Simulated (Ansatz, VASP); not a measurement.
# One calculation of PbF2, two programs

```
Pb F
1.0
     0.00000    2.95795    2.95795
     2.95795    0.00000    2.95795
     2.95795    2.95795    0.00000
Pb F
1 2
Direct
  0.96250 0.96250 0.96250
  0.78750 0.78750 0.78750
  0.25000 0.25000 0.25000
```

Change from the starting cell: shortest bond scaled by 0.7, LAPW.

Alike in both runs: task single point; functional PBE; k mesh 7 × 7 × 7; occupations fermi-dirac, width 0.03 eV; no spin polarisation.

|  | VASP | Ansatz |
| --- | --- | --- |
| version | VASP 6.6.1 | Ansatz 0.2.0 |
| potentials or method | VASP PAW PBE potentials, release 64 (Pb_d, F), cutoff 520 eV | all-electron LAPW, scalar-relativistic |

```tsv
	VASP	Ansatz	Ansatz less VASP
gap on the k mesh at the Fermi level (eV)	4.04	4.05	+0.015
pressure (GPa)	25.8	25.9	+0.12
traceless stress, the component that is largest in VASP (GPa)	20.29	20.12	-0.174
rms of the force components (eV/Å)	5.040	4.986	-0.0549
```

Atom by atom the forces differ by 0.055 eV/Å (rms over components). Ansatz ran all-electron here, and VASP with PAW potentials.

Neither program's run includes spin-orbit coupling.
